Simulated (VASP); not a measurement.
Here is a VASP 6.6.1 calculation.

The input INCAR:

```
SYSTEM = Si2Ni
PREC     = Accurate       ! precision mode
ENCUT    = 520            ! plane-wave cutoff, eV
EDIFF    = 1E-8           ! SCF threshold, eV
ISMEAR   = -1             ! smearing method
SIGMA    = 0.1            ! smearing width, eV
LREAL    = .FALSE.        ! projectors in reciprocal space
LASPH    = .TRUE.         ! aspherical terms in the spheres
NELM     = 80             ! most SCF steps
ALGO     = Normal         ! electronic algorithm
ISIF     = 2              ! what is computed and relaxed
LWAVE    = .FALSE.        ! write WAVECAR
LCHARG   = .TRUE.         ! write CHGCAR
IBRION   = 8              ! ionic algorithm
NSW      = 1              ! ionic steps
```

Contents of KPOINTS:

```
regular mesh
0
G
  8 8 8
  0 0 0
```

Contents of POSCAR:

```
Si2Ni
1.0
    0.0000000000      2.6744010878      2.6744010878
    2.6744010878      0.0000000000      2.6744010878
    2.6744010878      2.6744010878      0.0000000000
Si Ni
2 1
Direct
    0.2500000000      0.2500000000      0.2500000000
    0.7500000000      0.7500000000      0.7500000000
    0.0000000000      0.0000000000      0.0000000000
```

Potentials or basis: VASP PAW LDA potentials, release 64 (Si, Ni).

Launch:

```sh
$ cat potpaw_LDA.64/Si/POTCAR potpaw_LDA.64/Ni/POTCAR > POTCAR
$ mpirun -np 1 vasp_std > vasp.out
```

Task: Predict the highest phonon frequency at Γ, LO-TO splitting left out.

Result: 327 cm⁻¹.

Phonon frequencies in cm⁻¹ (negative: imaginary):
| q point | frequencies |
| --- | --- |
| (0.000, 0.000, 0.000) | 0 0 0 317 317 317 327 327 327 |

Spin polarisation is off, so any magnetic state and its effect on volume and gap are missing.
